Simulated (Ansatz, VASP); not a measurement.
## Two plane-wave programs on CaO

```xyz
8
Lattice="0.0012 0.0012 4.7706 -3.9761 3.9731 2.3853 -3.9748 -3.9707 2.3833" Properties=species:S:1:pos:R:3 pbc="T T T"
Ca   -5.1482   -1.1715    4.7691
Ca   -2.8016    1.1752    4.7701
Ca   -2.8016   -1.1727    2.3845
Ca   -5.1480    1.1761    7.1550
O    -2.8097   -1.1633    4.7697
O    -5.1399    1.1669    4.7695
O    -5.1394   -1.1619    7.1544
O    -2.8106    1.1657    2.3848
```

Change from the starting cell: cell x1, atoms moved at random (sigma 0.15 Å) and cell strained at random (1.5 %), then relaxed without symmetry.

Alike in both runs: functional PBE; k mesh 4 × 4 × 4; occupations gaussian, width 0.1 eV; no spin polarisation.

Ansatz relaxed the structure, and its values are those at the end. VASP's run is a single point on that final structure, the one shown.

|  | VASP | Ansatz |
| --- | --- | --- |
| version | VASP 6.6.1 | Ansatz 0.2.0 |
| potentials or method | VASP PAW PBE potentials, release 64 (Ca_sv, O), cutoff 520 eV | scalar-relativistic, plane waves, PAW |
| valence electrons in the cell | 64 | 64 |

VASP gave:

```
gap on the k mesh at the Fermi level (eV) : 2.35
least direct gap on the mesh (eV)         : 2.35
pressure (GPa)                            : 0.3
rms of the force components (eV/Å)        : 0.009
```

Q: What did Ansatz give for the same quantities?

A: gap on the k mesh at the Fermi level (eV): 2.37; least direct gap on the mesh (eV): 2.37; pressure (GPa): -0.2; rms of the force components (eV/Å): 0.004.
